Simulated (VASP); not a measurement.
Set up this calculation in VASP 6.6.1, as the native input.

| Property | Result |
| --- | --- |
| Task | relaxation of cell and atoms |
| Functional | LDA |
| Potentials or basis | VASP PAW LDA potentials, release 64 (Mg, O) |
| Cutoff | 600 eV |
| k mesh | 10 × 10 × 10 |
| Occupations | gaussian, width 0.02 eV |
| Spin | no spin polarisation |
| Dipole correction | no |
| Further INCAR settings | ALGO = Normal; EDIFF = 1e-07; IBRION = 2; EDIFFG = -0.002; NSW = 100; ISIF = 3 |

The structure of MgO (lda) lies in POSCAR:

```
MgO
1.0
    0.0000000000      2.0816499862      2.0816499862
    2.0816499862      0.0000000000      2.0816499862
    2.0816499862      2.0816499862      0.0000000000
Mg O
1 1
Direct
    0.0000000000      0.0000000000      0.0000000000
    0.5000000000      0.5000000000      0.5000000000
```

One way to write it, as run:

INCAR

```
ALGO = Normal
EDIFF = 1E-7
EDIFFG = -0.002
ENCUT = 600
GGA = CA
IBRION = 2
ISIF = 3
ISMEAR = 0
LASPH = True
LCHARG = False
LREAL = False
LWAVE = False
NELM = 80
NSW = 100
PREC = Accurate
SIGMA = 0.02
```

KPOINTS

```
k-points
0
Gamma
  10 10 10
```

Potentials or basis: VASP PAW LDA potentials, release 64 (Mg, O).

The run is started by

```bash
$ cat potpaw_LDA.64/Mg/POTCAR potpaw_LDA.64/O/POTCAR > POTCAR
$ mpirun -np 1 vasp_std > vasp.out
```

It gave:

The relaxed volume is 8.89 Å³/atom. The relaxed cell is a = 2.930 Å, b = 2.930 Å, c = 2.930 Å, α = 60.00°, β = 60.00°, γ = 60.00°. The space group after relaxing (to 0.05 Å) is Fm-3m (No. 225). The energy gained by relaxing is 1.0 meV/atom and the ionic steps are 3. The pressure after relaxing is 0.0 GPa and the band gap on the k mesh is 5.15 eV, direct.

It took 21 s on 1 thread of Intel Xeon 8259CL (shared host), peak memory 0.14 GiB.
